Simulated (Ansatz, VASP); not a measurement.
## ScBSbP3: VASP beside Ansatz

```xyz
6
Lattice="4.1250 0.0000 0.0000 0.0000 4.8540 0.0000 0.0000 0.0000 8.0721" Properties=species:S:1:pos:R:3 pbc="T T T"
Sc    0.0000    2.4270    4.0361
B     0.0000    0.0000    0.0000
Sb    2.0625    0.0000    0.0000
P     2.0625    0.0000    2.8550
P     2.0625    0.0000    5.2171
P     0.0000    0.0000    4.0361
```

Alike in both runs: task relaxation of cell and atoms; functional PBE; k mesh 4 × 4 × 2; occupations gaussian, width 0.1 eV; no spin polarisation.

|  | VASP | Ansatz |
| --- | --- | --- |
| version | VASP 6.6.1 | Ansatz 0.2.0 |
| potentials or method | VASP PAW PBE potentials, release 64 (Sc_sv, B, Sb, P), cutoff 600 eV | scalar-relativistic, plane waves, PAW |
| valence electrons in the cell | 34 | 44 |

|  | VASP | Ansatz | Ansatz less VASP |
| --- | --- | --- | --- |
| gap on the k mesh at the Fermi level, each at its own relaxed structure (eV) | none | none | - |
| relaxed volume (Å³/atom) | 26.67 | 26.66 | -0.005 |
| relaxed cell length with the largest relative difference (Å) | 7.840 | 7.857 | +0.0170 |

A gap of «none» marks a metal or a gap that the smearing closes. VASP's potentials hold 34 valence electrons a cell and Ansatz's 44, so a difference there can come from the potentials and not from the codes.

The k mesh is coarse, so the values compare programs but aren't converged. Neither program's run includes spin-orbit coupling.
